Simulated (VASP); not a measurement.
# SiW9 in VASP: single point with PBEsol

Aim: the single point of SiW9 with PBEsol.

All numbers are computed with VASP 6.6.1; they aren't measurements. Logs are shortened: lines on timing, memory, paths and dates and some standing lists are left out, and cuts for length are marked.

### Step 1. The cell of the first run

The cell holds a slab with vacuum, 10 atoms: a = 4.461 Å, b = 4.461 Å, c = 26.285 Å, α = 90.00°, β = 90.00°, γ = 120.00°.

### Step 2. Single point, PBEsol

Input file INCAR:

```
SYSTEM = SiW9
PREC = Accurate
ENCUT = 520
EDIFF = 1E-6
ISMEAR = 0
SIGMA = 0.1
LREAL = .False.
LASPH = .True.
NELM = 100
ALGO = Normal
ISIF = 2
LWAVE = .False.
LCHARG = .True.
LDIPOL = .True.
IDIPOL = 3
DIPOL = 0.5 0.5 0.483
GGA = PS
LELF = .True.
LVHAR = .True.
LVACPOTAV = .True.
NBANDS = 76
```

Input file KPOINTS:

```
regular mesh
0
Gamma
  9 9 1
  0 0 0
```

Input file POSCAR:

```
SiW9
1.0
    4.4609390841      0.0000000000      0.0000000000
   -2.2304695421      3.8632865716      0.0000000000
    0.0000000000      0.0000000000     26.2846830198
W Si
9 1
Direct
    0.6666666667      0.3333333333      0.3233822525
    0.3333333333      0.6666666667      0.3580254466
    0.0000000000      0.0000000000      0.3926686408
    0.6666666667      0.3333333333      0.4273118349
    0.3333333333      0.6666666667      0.4616606170
    0.0000000000      0.0000000000      0.4949405940
    0.6666666667      0.3333333333      0.5330808603
    0.3333333333      0.6666666667      0.5662499438
    0.0000000000      0.0000000000      0.5913746377
    0.0000000000      0.0000000000      0.6840079388
```

Potentials or basis: VASP PAW PBE potentials, release 64 (W_sv, Si).

The run is started by

```console
> cat potpaw_PBE.64/W_sv/POTCAR potpaw_PBE.64/Si/POTCAR > POTCAR
> mpirun -np 1 vasp_std > vasp.out
```

OUTCAR:

```text
SYSTEM = SiW9
   PREC = Accurate
   ENCUT = 520
   EDIFF = 1E-6
   ISMEAR = 0
   LREAL = .False.
   LASPH = .True.
   NELM = 100
   ISIF = 2
   GGA = PS

 ion  position               nearest neighbor table
   1  0.667  0.333  0.323-   4 2.73   2 2.73   2 2.73   2 2.73   3 3.15   3 3.15   3 3.15
   2  0.333  0.667  0.358-   5 2.72   1 2.73   1 2.73   1 2.73   3 2.73   3 2.73   3 2.73   4 3.15
                             4 3.15   4 3.15
   3  0.000  0.000  0.393-   6 2.69   4 2.73   4 2.73   4 2.73   2 2.73   2 2.73   2 2.73   5 3.15
                             5 3.15   5 3.15   1 3.15   1 3.15   1 3.15
   4  0.667  0.333  0.427-   5 2.73   5 2.73   5 2.73   1 2.73   3 2.73   3 2.73   3 2.73   7 2.78
                             6 3.13   6 3.13   6 3.13   2 3.15   2 3.15   2 3.15
   5  0.333  0.667  0.462-   6 2.72   6 2.72   6 2.72   2 2.72   4 2.73   4 2.73   4 2.73   8 2.75
                             3 3.15   3 3.15   3 3.15   7 3.19   7 3.19   7 3.19
   6  0.000  0.000  0.495-   9 2.53   3 2.69   5 2.72   5 2.72   5 2.72   7 2.76   7 2.76   7 2.76
                             4 3.13   4 3.13   4 3.13   8 3.19   8 3.19   8 3.19
   7  0.667  0.333  0.533-   8 2.72   8 2.72   8 2.72   6 2.76   6 2.76   6 2.76   4 2.78   9 3.00
                             9 3.00   9 3.00   5 3.19   5 3.19   5 3.19
   8  0.333  0.667  0.566-   9 2.66   9 2.66   9 2.66   7 2.72   7 2.72   7 2.72   5 2.75   6 3.19
                             6 3.19   6 3.19
   9  0.000  0.000  0.591-  10 2.43   6 2.53   8 2.66   8 2.66   8 2.66   7 3.00   7 3.00   7 3.00

  10  0.000  0.000  0.684-   9 2.43

  LATTYP: Found a hexagonal cell.
 ALAT       =     4.4609390841
 C/A-ratio  =     5.8921860452

  Lattice vectors:

 A1 = (   4.4609390841,   0.0000000000,   0.0000000000)
 A2 = (  -2.2304695421,   3.8632865716,   0.0000000000)
 A3 = (   0.0000000000,   0.0000000000,  26.2846830198)

Analysis of symmetry for initial positions (statically):
=====================================================================
 Subroutine PRICEL returns:
 Original cell was already a primitive cell.

 Routine SETGRP: Setting up the symmetry group for a
 hexagonal supercell.

 Subroutine GETGRP returns: Found  6 space group operations
 (whereof  6 operations were pure point group operations)
 out of a pool of 24 trial point group operations.

The static configuration has the point symmetry C_3v.

Analysis of symmetry for dynamics (positions and initial velocities):
=====================================================================
 Subroutine PRICEL returns:
 Original cell was already a primitive cell.

 Routine SETGRP: Setting up the symmetry group for a
 hexagonal supercell.

 Subroutine GETGRP returns: Found  6 space group operations
 (whereof  6 operations were pure point group operations)
 out of a pool of 24 trial point group operations.

The dynamic configuration has the point symmetry C_3v.

 Subroutine INISYM returns: Found  6 space group operations
 (whereof  6 operations are pure point group operations),
 and found     1 'primitive' translations

----------------------------------------------------------------------------------------

                                     Primitive cell

  volume of cell :     452.9872

  direct lattice vectors                    reciprocal lattice vectors
     4.460939084  0.000000000  0.000000000     0.224168046  0.129423482  0.000000000
    -2.230469542  3.863286572  0.000000000     0.000000000  0.258846964  0.000000000
     0.000000000  0.000000000 26.284683020     0.000000000  0.000000000  0.038044971

  length of vectors
     4.460939084  4.460939084 26.284683020     0.258846964  0.258846964  0.038044971

  position of ions in fractional coordinates (direct lattice)
     0.666666667  0.333333333  0.323382252
     0.333333333  0.666666667  0.358025447
     0.000000000  0.000000000  0.392668641
     0.666666667  0.333333333  0.427311835
     0.333333333  0.666666667  0.461660617
     0.000000000  0.000000000  0.494940594
     0.666666667  0.333333333  0.533080860
     0.333333333  0.666666667  0.566249944
     0.000000000  0.000000000  0.591374638
     0.000000000  0.000000000  0.684007939

  ion indices of the primitive-cell ions
   primitive index   ion index
                 1           1
                 2           2
                 3           3
                 4           4
                 5           5
                 6           6
                 7           7
                 8           8
                 9           9
                10          10

----------------------------------------------------------------------------------------

 KPOINTS: regular mesh

Automatic generation of k-mesh.
 Grid dimensions read from file:
 generate k-points for:    9    9    1

 Generating k-lattice:

  Cartesian coordinates                     Fractional coordinates (reciprocal lattice)
     0.024907561  0.014380387  0.000000000     0.111111111  0.000000000  0.000000000
     0.000000000  0.028760774  0.000000000     0.000000000  0.111111111  0.000000000
     0.000000000  0.000000000  0.038044971     0.000000000  0.000000000  1.000000000

  Length of vectors
     0.028760774  0.028760774  0.038044971

  Shift w.r.t. Gamma in fractional coordinates (k-lattice)
     0.000000000  0.000000000  0.000000000

 Subroutine IBZKPT returns following result:
 ===========================================

 Found     12 irreducible k-points:

 Following reciprocal coordinates:
            Coordinates               Weight
  0.000000  0.000000  0.000000      1.000000
  0.111111  0.000000  0.000000      6.000000
  0.222222  0.000000  0.000000      6.000000
  0.333333  0.000000  0.000000      6.000000
  0.444444  0.000000  0.000000      6.000000
  0.111111  0.111111  0.000000      6.000000
  0.222222  0.111111  0.000000     12.000000
  0.333333  0.111111  0.000000     12.000000
  0.444444  0.111111  0.000000      6.000000
  0.222222  0.222222  0.000000      6.000000
  0.333333  0.222222  0.000000     12.000000
  0.333333  0.333333  0.000000      2.000000
   k-points           NKPTS =     12   k-points in BZ     NKDIM =     12   number of bands    NBANDS=     76
   number of dos      NEDOS =    301   number of ions     NIONS =     10
   total plane-waves  NPLWV = 254016
   dimension x,y,z NGX =    36 NGY =   36 NGZ =  196
   dimension x,y,z NGXF=    72 NGYF=   72 NGZF=  392
   ions per type =               9   1
   NGX,Y,Z   is equivalent  to a cutoff of  13.42, 13.42, 12.40 a.u.
   NGXF,Y,Z  is equivalent  to a cutoff of  26.83, 26.83, 24.79 a.u.
 SYSTEM =  SiW9
   PREC   = accura    normal or accurate (medium, high low for compatibility)
   ISTART =      0    job   : 0-new  1-cont  2-samecut
   ICHARG =      2    charge: 1-file 2-atom 10-const
   ISPIN  =      1    spin polarized calculation?
   LNONCOLLINEAR =      F non collinear calculations
   LSORBIT =      F    spin-orbit coupling
   LASPH  =      T    aspherical Exc in radial PAW
   ENCUT  =  520.0 eV  38.22 Ry    6.18 a.u.   8.29  8.29 48.87*2*pi/ulx,y,z
   NELM   =    100;   NELMIN=  2; NELMDL= -5     # of ELM steps
   EDIFF  = 0.1E-05   stopping-criterion for ELM
   LREAL  =      F    real-space projection
   EDIFFG = 0.1E-04   stopping-criterion for IOM
   NSW    =      0    number of steps for IOM
   IBRION =     -1    ionic relax: 0-MD 1-quasi-New 2-CG
   NFREE  =      0    steps in history (QN), initial steepest desc. (CG)
   ISIF   =      2    stress and relaxation
   ISYM   =      2    0-nonsym 1-usesym 2-fastsym
   POTIM  = 0.5000    time-step for ionic-motion
   TEBEG  =    0.0;   TEEND  =   0.0 temperature during run
   PSTRESS=    0.0 pullay stress
   NELECT =     130.0000    total number of electrons
   NUPDOWN=      -1.0000    fix difference up-down
   EMIN   =  10.00;   EMAX   =-10.00  energy-range for DOS
   EFERMI =   0.00;   METHOD = LEGACY
   ISMEAR =     0;   SIGMA  =   0.10  broadening in eV -4-tet -1-fermi 0-gaus
   EFERMI_NEDOS =   21; number of points for ismear=-14 and -15
   IALGO  =     38    algorithm
   IMIX   =      4    mixing-type and parameters
     AMIX     =   0.40;   BMIX     =  1.00
     AMIX_MAG =   1.60;   BMIX_MAG =  1.00
  volume/ion in A,a.u.               =      45.30       305.69
  Fermi-wavevector in a.u.,A,eV,Ry     =   1.079843  2.040607 15.865223  1.166061
  Thomas-Fermi vector in A             =   2.215819
   LORBIT       =      0    0 simple, 1 ext, 2 COOP (PROOUT), +10 PAW based schemes
   GGA     = PS    functional components
   LHFCALC =     F    Hartree Fock is set to
   AEXX    =    0.0000 exact exchange contribution
   IVDW    =     0    specifies the selected vdW correction
   LEPSILON=     F    determine dielectric tensor
   LRPA    =     F    only Hartree local field effects (RPA)
 non-spin polarized calculation
 Gauss-broadening in eV      SIGMA  =   0.10
  energy-cutoff  :      520.00
  volume of cell :      452.99
 maximum number of plane-waves:     12245
 NGX is ok and might be reduce to    36
   NGX = 17   NGY = 17   NGZ = 97

 dipolmoment           0.000000      0.000000     -0.021892 electrons x Angstroem

 number of electron     130.0000006 magnetization

 dipolmoment           0.000000      0.000000      0.098020 electrons x Angstroem

 Free energy of the ion-electron system (eV)
  ---------------------------------------------------
  ext. energy  EPLUGINS =         0.00000000
  ---------------------------------------------------
  free energy    TOTEN  =      -119.25975983 eV

  energy without entropy =     -119.21421649  energy(sigma->0) =     -119.23698816

 E-fermi :   0.8559     XC(G=0):  -5.8052

 val. band max:        0.8540465143   @ k =   0.2222   0.1111   0.0000
 cond. band min:       0.8795713145   @ k =   0.2222   0.2222   0.0000
 fundamental gap:      0.0255248001
 Fermi energy:         0.8559041831

 k-point     1 :       0.0000    0.0000    0.0000
  band No.  band energies     occupation
      1     -73.1655      2.00000
      2     -73.1073      2.00000
      3     -73.0892      2.00000
      4     -73.0367      2.00000
      5     -72.9852      2.00000
      6     -72.9209      2.00000
[... 937 lines left out ...]
     75       2.5426      0.00000
     76       2.5655      0.00000

------------------------ aborting loop because EDIFF is reached ----------------------------------------

  FORCE on cell =-STRESS in cart. coord.  units (eV):
  Direction    XX          YY          ZZ          XY          YZ          ZX
  --------------------------------------------------------------------------------------
  -------------------------------------------------------------------------------------
  Total      -10.4204106    -10.4204106     -5.4762813      0.0000000      0.0000000     -0.0000000
  in kB      -36.8561063    -36.8561063    -19.3691414      0.0000000      0.0000000     -0.0000000
  external PRESSURE =     -31.0271180 kB  Pullay stress =       0.0000000 kB

 VOLUME and BASIS-vectors are now :
 -----------------------------------------------------------------------------
  energy-cutoff  :      520.00
  volume of cell :      452.99
      direct lattice vectors                 reciprocal lattice vectors
     4.460939084  0.000000000  0.000000000     0.224168046  0.129423482  0.000000000
    -2.230469542  3.863286572  0.000000000     0.000000000  0.258846964  0.000000000
     0.000000000  0.000000000 26.284683020     0.000000000  0.000000000  0.038044971

 POSITION                                       TOTAL-FORCE (eV/Angst)
 -----------------------------------------------------------------------------------
      2.23047      1.28776      8.50000        -0.000000      0.000000      2.591861
     -0.00000      2.57552      9.41059         0.000000      0.000000     -0.120360
      0.00000      0.00000     10.32117        -0.000000      0.000000     -1.114105
      2.23047      1.28776     11.23176        -0.000000      0.000000     -1.448418
     -0.00000      2.57552     12.13460         0.000000     -0.000000      0.003386
      0.00000      0.00000     13.00936        -0.000000      0.000000     -0.024703
      2.23047      1.28776     14.01186        -0.000000      0.000000     -0.006159
     -0.00000      2.57552     14.88370         0.000000      0.000000      0.045842
      0.00000      0.00000     15.54409         0.000000      0.000000      0.053519
      0.00000      0.00000     17.97893        -0.000000      0.000000      0.019136
 -----------------------------------------------------------------------------------
    total drift:                               -0.000000     -0.000000     -0.000276

  FREE ENERGIE OF THE ION-ELECTRON SYSTEM (eV)
  ---------------------------------------------------
  free  energy   TOTEN  =      -119.2597598269 eV

  energy  without entropy=     -119.2142164897  energy(sigma->0) =     -119.23698816

 vacuum level on the upper side and lower side of the slab         5.978         4.949
```

It took 19 min on 1 thread of Intel Xeon Platinum 8488C (Sapphire Rapids), shared host; peak memory 0.73 GiB.

Results:

* Free energy: -119.2598 eV
* Largest force: 2.592 eV/Å
* Band gap on the k mesh: zero (bands 65 and 66 overlap by 0.22 eV)

Forces in eV/Å, atoms in the order of the input:
```
W    0.000  0.000  2.592
W    0.000  0.000 -0.120
W    0.000  0.000 -1.114
W    0.000  0.000 -1.448
W    0.000  0.000  0.003
W    0.000  0.000 -0.025
W    0.000  0.000 -0.006
W    0.000  0.000  0.046
W    0.000  0.000  0.054
Si   0.000  0.000  0.019
```

Levels at points of the mesh, in eV from the Fermi level:
```tsv
k point	band 61	band 62	band 63	band 64	band 65	band 66	band 67	band 68	band 69	band 70
(0.00, 0.00, 0.00)	-1.13	-0.95	-0.95	-0.58	-0.20	0.47	0.56	0.56	1.66	1.66
```

Caveat: the PAW data sets were made with another functional, which shifts forces and pressure a little; spin-orbit coupling is left out, which moves the levels of the heavy elements.

The gap in the log of VASP goes by the Fermi energy; the results here count the filled bands.